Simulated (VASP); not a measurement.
# C: single point with PBE+D3(BJ)

C, a slab with vacuum:

```
C
1.0
     2.51800    0.00000    0.00000
    -1.25900    2.18065    0.00000
     0.00000    0.00000   26.00242
C
2
Direct
  0.66667 0.33333 0.50825
  0.33333 0.66667 0.49175
```

* Program: VASP 6.6.1
* Task: single point
* Functional: PBE
* Dispersion: D3(BJ)
* Potentials or basis: VASP PAW PBE potentials, release 64 (C)
* Cutoff: 520 eV
* k mesh: 21 × 21 × 1
* Occupations: gaussian, width 0.1 eV
* Spin: no spin polarisation
* Dipole correction: yes
* Further INCAR settings: ALGO = Normal; EDIFF = 1e-06; NBANDS = 11

```json
{
  "Largest force": "7.205 eV/Å",
  "Band gap on the k mesh": "zero (filled and empty bands touch)",
  "Dispersion energy per atom": "-0.087 eV"
}
```

Forces on the atoms (eV/Å):
```
C    0.000  0.000 -7.205
C    0.000  0.000  7.205
```

Levels at points of the mesh, in eV from the Fermi level:
```tsv
k point	band 2	band 3	band 4	band 5	band 6	band 7
(0.00, 0.00, 0.00)	-6.58	-1.30	-1.30	2.63	4.64	4.87
```

Wall time 2.8 min on 1 thread of Intel(R) Xeon(R) Platinum 8375C CPU @ 2.90GHz (Ice Lake), with other jobs on the host, peak memory 0.28 GiB.
